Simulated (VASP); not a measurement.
# GaGe3 (Fm-3m) in VASP: settings compared

Aim: see how the results for GaGe3 move with the level of theory and the settings. Levels: PBE, LDA. Tasks: single point.

Program: VASP 6.6.1. These are calculated values, not measurements. Logs are shortened: lines on timing, memory, paths and dates and some standing lists are left out, and cuts for length are marked.

## Step 1: The cell of the first run

The structure is cubic, space group Fm-3m (No. 225). Conventional cell: a = 6.774 Å, b = 6.774 Å, c = 6.774 Å, α = 90.00°, β = 90.00°, γ = 90.00°. Within 3.9 Å of Ge (site symmetry m-3m) lie 8 Ge at 2.93 Å and 6 Ga at 3.39 Å. Within 3.9 Å of Ge (site symmetry -43m) lie 10 Ge at 2.93 to 3.39 Å and 4 Ga at 2.93 Å. Within 3.9 Å of Ga (site symmetry m-3m) lie 14 Ge at 2.93 to 3.39 Å.

## Step 2: Single point, PBE

File INCAR:

```
PREC = Accurate
ENCUT = 520
EDIFF = 1E-7
ISMEAR = -1
SIGMA = 0.05
LREAL = False
LASPH = True
NELM = 80
ALGO = Normal
ISIF = 2
LWAVE = False
LCHARG = False
GGA = PE
NBANDS = 36
```

File KPOINTS:

```
regular mesh
0
Gamma
  7 7 7
```

File POSCAR:

```
GaGe3
1.0
    0.0000000000      3.3871670000      3.3871670000
    3.3871670000      0.0000000000      3.3871670000
    3.3871670000      3.3871670000      0.0000000000
Ge Ga
3 1
Direct
    0.5000000000      0.5000000000      0.5000000000
    0.7500000000      0.7500000000      0.7500000000
    0.2500000000      0.2500000000      0.2500000000
    0.0000000000      0.0000000000      0.0000000000
```

Potentials or basis: VASP PAW PBE potentials, release 64 (Ge_d, Ga_d).

Started as:

```console
> cat potpaw_PBE.64/Ge_d/POTCAR potpaw_PBE.64/Ga_d/POTCAR > POTCAR
> mpirun -np 1 vasp_std > vasp.out
```

OUTCAR:

```text
PREC = Accurate
   ENCUT = 520
   EDIFF = 1E-7
   ISMEAR = -1
   LREAL = False
   LASPH = True
   NELM = 80
   ISIF = 2
   GGA = PE

 ion  position               nearest neighbor table
   1  0.500  0.500  0.500-
   2  0.750  0.750  0.750-
   3  0.250  0.250  0.250-
   4  0.000  0.000  0.000-

  LATTYP: Found a face centered cubic cell.
 ALAT       =     6.7743340000

  Lattice vectors:

 A1 = (   0.0000000000,   3.3871670000,   3.3871670000)
 A2 = (   3.3871670000,   0.0000000000,   3.3871670000)
 A3 = (   3.3871670000,   3.3871670000,   0.0000000000)

Analysis of symmetry for initial positions (statically):
=====================================================================
 Subroutine PRICEL returns:
 Original cell was already a primitive cell.

 Routine SETGRP: Setting up the symmetry group for a
 face centered cubic supercell.

 Subroutine GETGRP returns: Found 48 space group operations
 (whereof 48 operations were pure point group operations)
 out of a pool of 48 trial point group operations.

The static configuration has the point symmetry O_h .

Analysis of symmetry for dynamics (positions and initial velocities):
=====================================================================
 Subroutine PRICEL returns:
 Original cell was already a primitive cell.

 Routine SETGRP: Setting up the symmetry group for a
 face centered cubic supercell.

 Subroutine GETGRP returns: Found 48 space group operations
 (whereof 48 operations were pure point group operations)
 out of a pool of 48 trial point group operations.

The dynamic configuration has the point symmetry O_h .

 Subroutine INISYM returns: Found 48 space group operations
 (whereof 48 operations are pure point group operations),
 and found     1 'primitive' translations

----------------------------------------------------------------------------------------

                                     Primitive cell

  volume of cell :      77.7213

  direct lattice vectors                    reciprocal lattice vectors
     0.000000000  3.387167000  3.387167000    -0.147615987  0.147615987  0.147615987
     3.387167000  0.000000000  3.387167000     0.147615987 -0.147615987  0.147615987
     3.387167000  3.387167000  0.000000000     0.147615987  0.147615987 -0.147615987

  length of vectors
     4.790177509  4.790177509  4.790177509     0.255678390  0.255678390  0.255678390

  position of ions in fractional coordinates (direct lattice)
     0.500000000  0.500000000  0.500000000
     0.750000000  0.750000000  0.750000000
     0.250000000  0.250000000  0.250000000
     0.000000000  0.000000000  0.000000000

  ion indices of the primitive-cell ions
   primitive index   ion index
                 1           1
                 2           2
                 3           3
                 4           4

----------------------------------------------------------------------------------------

 KPOINTS: regular mesh

Automatic generation of k-mesh.
 Grid dimensions read from file:
 generate k-points for:    7    7    7

 Generating k-lattice:

  Cartesian coordinates                     Fractional coordinates (reciprocal lattice)
    -0.021087998  0.021087998  0.021087998     0.142857143  0.000000000  0.000000000
     0.021087998 -0.021087998  0.021087998     0.000000000  0.142857143  0.000000000
     0.021087998  0.021087998 -0.021087998     0.000000000  0.000000000  0.142857143

  Length of vectors
     0.036525484  0.036525484  0.036525484

  Shift w.r.t. Gamma in fractional coordinates (k-lattice)
     0.000000000  0.000000000  0.000000000

 Subroutine IBZKPT returns following result:
 ===========================================

 Found     20 irreducible k-points:

 Following reciprocal coordinates:
            Coordinates               Weight
  0.000000  0.000000  0.000000      1.000000
  0.142857  0.000000  0.000000      8.000000
  0.285714  0.000000  0.000000      8.000000
  0.428571  0.000000  0.000000      8.000000
  0.142857  0.142857  0.000000      6.000000
  0.285714  0.142857  0.000000     24.000000
[... 12 lines left out ...]
 -0.428571  0.428571  0.142857     24.000000
 -0.285714  0.428571  0.142857     24.000000
   k-points           NKPTS =     20   k-points in BZ     NKDIM =     20   number of bands    NBANDS=     36
   number of dos      NEDOS =    301   number of ions     NIONS =      4
   total plane-waves  NPLWV =  46656
   dimension x,y,z NGX =    36 NGY =   36 NGZ =   36
   dimension x,y,z NGXF=    72 NGYF=   72 NGZF=   72
   ions per type =               3   1
   NGX,Y,Z   is equivalent  to a cutoff of  12.49, 12.49, 12.49 a.u.
   NGXF,Y,Z  is equivalent  to a cutoff of  24.99, 24.99, 24.99 a.u.
 SYSTEM =  unknown system
   PREC   = accura    normal or accurate (medium, high low for compatibility)
   ISTART =      0    job   : 0-new  1-cont  2-samecut
   ICHARG =      2    charge: 1-file 2-atom 10-const
   ISPIN  =      1    spin polarized calculation?
   LNONCOLLINEAR =      F non collinear calculations
   LSORBIT =      F    spin-orbit coupling
   LASPH  =      T    aspherical Exc in radial PAW
   ENCUT  =  520.0 eV  38.22 Ry    6.18 a.u.   8.91  8.91  8.91*2*pi/ulx,y,z
   NELM   =     80;   NELMIN=  2; NELMDL= -5     # of ELM steps
   EDIFF  = 0.1E-06   stopping-criterion for ELM
   LREAL  =      F    real-space projection
   EDIFFG = 0.1E-05   stopping-criterion for IOM
   NSW    =      0    number of steps for IOM
   IBRION =     -1    ionic relax: 0-MD 1-quasi-New 2-CG
   NFREE  =      0    steps in history (QN), initial steepest desc. (CG)
   ISIF   =      2    stress and relaxation
   ISYM   =      2    0-nonsym 1-usesym 2-fastsym
   POTIM  = 0.5000    time-step for ionic-motion
   TEBEG  =    0.0;   TEEND  =   0.0 temperature during run
   PSTRESS=    0.0 pullay stress
   NELECT =      55.0000    total number of electrons
   NUPDOWN=      -1.0000    fix difference up-down
   EMIN   =  10.00;   EMAX   =-10.00  energy-range for DOS
   EFERMI =   0.00;   METHOD = LEGACY
   ISMEAR =    -1;   SIGMA  =   0.05  broadening in eV -4-tet -1-fermi 0-gaus
   EFERMI_NEDOS =   21; number of points for ismear=-14 and -15
   IALGO  =     38    algorithm
   IMIX   =      4    mixing-type and parameters
     AMIX     =   0.40;   BMIX     =  1.00
     AMIX_MAG =   1.60;   BMIX_MAG =  1.00
  volume/ion in A,a.u.               =      19.43       131.12
  Fermi-wavevector in a.u.,A,eV,Ry     =   1.458867  2.756859 28.957195  2.128294
  Thomas-Fermi vector in A             =   2.575501
   LORBIT       =      0    0 simple, 1 ext, 2 COOP (PROOUT), +10 PAW based schemes
   GGA     = PE    functional components
   LHFCALC =     F    Hartree Fock is set to
   AEXX    =    0.0000 exact exchange contribution
   IVDW    =     0    specifies the selected vdW correction
   LEPSILON=     F    determine dielectric tensor
   LRPA    =     F    only Hartree local field effects (RPA)
 non-spin polarized calculation
  energy-cutoff  :      520.00
  volume of cell :       77.72
 maximum number of plane-waves:      2106
   NGX = 17   NGY = 17   NGZ = 17

 number of electron      55.0000038 magnetization

 Free energy of the ion-electron system (eV)
  ---------------------------------------------------
  ext. energy  EPLUGINS =         0.00000000
  ---------------------------------------------------
  free energy    TOTEN  =       -15.52555190 eV

  energy without entropy =      -15.51601966  energy(sigma->0) =      -15.52078578

 E-fermi :   6.1132     XC(G=0): -11.0857

 val. band max:        6.0247477412   @ k =  -0.4286   0.1429   0.0000
 cond. band min:       6.2010694392   @ k =   0.4286   0.2857   0.0000
 fundamental gap:      0.1763216979
 Fermi energy:         6.1132377702

 k-point     1 :       0.0000    0.0000    0.0000
  band No.  band energies     occupation
      1     -18.5654      2.00000
      2     -18.5654      2.00000
      3     -18.5597      2.00000
      4     -18.5597      2.00000
      5     -18.5597      2.00000
      6     -18.5401      2.00000
[... 28 lines left out ...]
     35      10.8984      0.00000
     36      15.8689      0.00000

 k-point     2 :       0.1429    0.0000    0.0000
  band No.  band energies     occupation
      1     -18.5634      2.00000
      2     -18.5634      2.00000
      3     -18.5633      2.00000
      4     -18.5617      2.00000
      5     -18.5617      2.00000
      6     -18.5374      2.00000
[... 28 lines left out ...]
     35      11.7679      0.00000
     36      14.3440      0.00000

 k-point     3 :       0.2857    0.0000    0.0000
  band No.  band energies     occupation
      1     -18.5690      2.00000
      2     -18.5690      2.00000
      3     -18.5644      2.00000
      4     -18.5527      2.00000
      5     -18.5527      2.00000
      6     -18.5330      2.00000
[... 28 lines left out ...]
     35      13.5910      0.00000
     36      13.5912      0.00000

 k-point     4 :       0.4286    0.0000    0.0000
  band No.  band energies     occupation
      1     -18.5729      2.00000
      2     -18.5729      2.00000
      3     -18.5601      2.00000
      4     -18.5410      2.00000
      5     -18.5410      2.00000
      6     -18.5302      2.00000
[... 28 lines left out ...]
     35      12.0446      0.00000
     36      13.5790      0.00000

 k-point     5 :       0.1429    0.1429    0.0000
  band No.  band energies     occupation
      1     -18.5665      2.00000
      2     -18.5665      2.00000
      3     -18.5623      2.00000
      4     -18.5602      2.00000
      5     -18.5567      2.00000
      6     -18.5405      2.00000
[... 499 lines left out ...]
 k-point    18 :      -0.4286    0.2857    0.1429
  band No.  band energies     occupation
      1     -18.5738      2.00000
      2     -18.5706      2.00000
      3     -18.5617      2.00000
      4     -18.5454      2.00000
      5     -18.5421      2.00000
      6     -18.5333      2.00000
[... 28 lines left out ...]
     35      13.2177      0.00000
     36      13.6837      0.00000

 k-point    19 :      -0.4286    0.4286    0.1429
  band No.  band energies     occupation
      1     -18.5752      2.00000
      2     -18.5735      2.00000
      3     -18.5562      2.00000
      4     -18.5511      2.00000
      5     -18.5417      2.00000
      6     -18.5339      2.00000
[... 28 lines left out ...]
     35      12.8512      0.00000
     36      13.0708      0.00000

 k-point    20 :      -0.2857    0.4286    0.1429
  band No.  band energies     occupation
      1     -18.5746      2.00000
      2     -18.5677      2.00000
      3     -18.5643      2.00000
      4     -18.5471      2.00000
      5     -18.5397      2.00000
      6     -18.5346      2.00000
[... 28 lines left out ...]
     35      12.7860      0.00000
     36      13.0875      0.00000

------------------------ aborting loop because EDIFF is reached ----------------------------------------

  FORCE on cell =-STRESS in cart. coord.  units (eV):
  Direction    XX          YY          ZZ          XY          YZ          ZX
  --------------------------------------------------------------------------------------
  -------------------------------------------------------------------------------------
  Total       -0.2358536     -0.2358536     -0.2358536      0.0000000      0.0000000      0.0000000
  in kB       -4.8619812     -4.8619812     -4.8619812      0.0000000      0.0000000      0.0000000
  external PRESSURE =      -4.8619812 kB  Pullay stress =       0.0000000 kB

 VOLUME and BASIS-vectors are now :
 -----------------------------------------------------------------------------
  energy-cutoff  :      520.00
  volume of cell :       77.72
      direct lattice vectors                 reciprocal lattice vectors
     0.000000000  3.387167000  3.387167000    -0.147615987  0.147615987  0.147615987
     3.387167000  0.000000000  3.387167000     0.147615987 -0.147615987  0.147615987
     3.387167000  3.387167000  0.000000000     0.147615987  0.147615987 -0.147615987

 POSITION                                       TOTAL-FORCE (eV/Angst)
 -----------------------------------------------------------------------------------
      3.38717      3.38717      3.38717        -0.000000     -0.000000     -0.000000
      5.08075      5.08075      5.08075        -0.000000     -0.000000      0.000000
      1.69358      1.69358      1.69358         0.000000      0.000000      0.000000
      0.00000      0.00000      0.00000        -0.000000     -0.000000     -0.000000
 -----------------------------------------------------------------------------------
    total drift:                                0.000000      0.000000      0.000000

  FREE ENERGIE OF THE ION-ELECTRON SYSTEM (eV)
  ---------------------------------------------------
  free  energy   TOTEN  =       -15.5255519029 eV

  energy  without entropy=      -15.5160196594  energy(sigma->0) =      -15.52078578
```

Run time: 21 s. Hardware: 1 thread of Intel Xeon 6975P-C (Granite Rapids), shared host; peak memory 0.22 GiB.

What came out:

```
Free energy : -15.5256 eV
Pressure    : -0.5 GPa
```

(Continued in part 2 of 2.)
